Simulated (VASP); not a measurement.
**SrNb: single point with PBE**

Crystal: SrNb.

```xyz
2
Lattice="3.8288 0.0000 0.0000 0.0000 3.8288 0.0000 0.0000 0.0000 3.8288" Properties=species:S:1:pos:R:3 pbc="T T T"
Sr    0.0000    0.0000    0.0000
Nb    1.9144    1.9144    1.9144
```

```yaml
Program: VASP 6.6.1
Task: single point
Functional: PBE
Potentials_or_basis: VASP PAW PBE potentials, release 64 (Sr_sv, Nb_sv)
Cutoff: 500 eV
k_mesh: 5 × 5 × 5
Occupations: gaussian, width 0.2 eV
Spin: no spin polarisation
```

| Property | Result |
| --- | --- |
| Pressure | 0.1 GPa |

Levels at points of the mesh, in eV from the Fermi level:
| k point | band 7 | band 8 | band 9 | band 10 | band 11 | band 12 | band 13 | band 14 | band 15 | band 16 |
| --- | --- | --- | --- | --- | --- | --- | --- | --- | --- | --- |
| (0.00, 0.00, 0.00) | -16.46 | -16.46 | -4.46 | -1.78 | -1.78 | 0.79 | 0.79 | 0.79 | 4.30 | 4.30 |

Run time: 17 s on 1 thread of Intel Xeon 8259CL (shared host), peak memory 0.16 GiB.
